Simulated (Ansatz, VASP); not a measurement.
# One calculation of HfMoC2, two programs

```
Hf Mo C
1.0
     3.15753    0.00000    0.00000
     0.00000    3.15753    0.00000
     0.00000    0.00000    4.43807
Hf Mo C
1 1 2
Direct
  0.00000 0.00000 0.00000
  0.50000 0.50000 0.50000
  0.00000 0.00000 0.50000
  0.50000 0.50000 0.00000
```

Alike in both runs: functional PBEsol; k mesh 14 × 14 × 10; occupations gaussian, width 0.1 eV; no spin polarisation.

Ansatz relaxed the structure, and its values are those at the end. VASP's run is a single point on that final structure, the one shown.

```csv
,VASP,Ansatz
version,VASP 6.6.1,Ansatz 0.2.0
potentials or method,"VASP PAW PBE potentials, release 64 (Hf_pv, Mo_sv, C), cutoff 520 eV","scalar-relativistic, plane waves, PAW"
valence electrons in the cell,32,48
```

Ansatz gave:

* gap on the k mesh at the Fermi level (eV): none
* pressure (GPa): 0.0

Task: Estimate VASP's values.

Result: gap on the k mesh at the Fermi level (eV): none; pressure (GPa): 0.2.

VASP's potentials were made for PBE, not for PBEsol. A gap of «none» marks a metal or a gap that the smearing closes. VASP's potentials hold 32 valence electrons a cell and Ansatz's 48, so a difference there can come from the potentials and not from the codes.

Neither program's run includes spin-orbit coupling.
